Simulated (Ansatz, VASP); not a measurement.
Al2Cu: VASP beside Ansatz

```
Al Cu
1.0
     2.80357    0.00000    0.00000
     0.00000    2.80524    0.00000
    -1.07547    0.00000    5.81486
Al Cu
2 1
Direct
  0.62801 0.50000 0.29000
  0.37199 0.50000 0.71000
  0.00000 0.00000 0.00000
```

Change from the starting cell: the structure that the rattled cell fell into.

Alike in both runs: task relaxation of cell and atoms; functional PBE; k mesh 6 × 6 × 4; occupations gaussian, width 0.1 eV; no spin polarisation.

|  | VASP | Ansatz |
| --- | --- | --- |
| version | VASP 6.6.1 | Ansatz 0.2.0 |
| potentials or method | VASP PAW PBE potentials, release 64 (Al, Cu), cutoff 600 eV | scalar-relativistic, plane waves, PAW |
| valence electrons in the cell | 17 | 25 |

|  | VASP | Ansatz | Ansatz less VASP |
| --- | --- | --- | --- |
| gap on the k mesh at the Fermi level, each at its own relaxed structure (eV) | none | none | - |
| relaxed volume (Å³/atom) | 15.38 | 15.29 | -0.096 |
| relaxed cell length with the largest relative difference (Å) | 2.951 | 2.931 | -0.0205 |

A gap of «none» marks a metal or a gap that the smearing closes. VASP's potentials hold 17 valence electrons a cell and Ansatz's 25, so a difference there can come from the potentials and not from the codes.

The k mesh is coarse, so the values compare programs but aren't converged.
